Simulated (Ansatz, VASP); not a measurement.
SiC in VASP and in Ansatz

```
Si C
1.0
     3.07536    0.00000    0.00000
    -1.53768    2.66334    0.00000
     0.00000    0.00000    5.04811
Si C
2 2
Direct
  0.33333 0.66667 0.99959
  0.66667 0.33333 0.49959
  0.33333 0.66667 0.37541
  0.66667 0.33333 0.87541
```

Alike in both runs: task single point; functional r2SCAN; k mesh 12 × 12 × 6; no spin polarisation.

|  | VASP | Ansatz |
| --- | --- | --- |
| version | VASP 6.6.1 | Ansatz 0.2.0 |
| potentials or method | VASP PAW PBE potentials, release 64 (Si, C) | plane waves, PAW |
| plane-wave cutoff (eV) | 520 | 500 |
| occupations | gaussian, width 0.01 eV | fixed |
| valence electrons in the cell | 16 | 16 |

```csv
,VASP,Ansatz,Ansatz less VASP
gap on the k mesh at the Fermi level (eV),2.66,2.65,-0.007
pressure (GPa),-0.2,0.0,+0.18
```

VASP's potentials were made for PBE, not for r2SCAN.
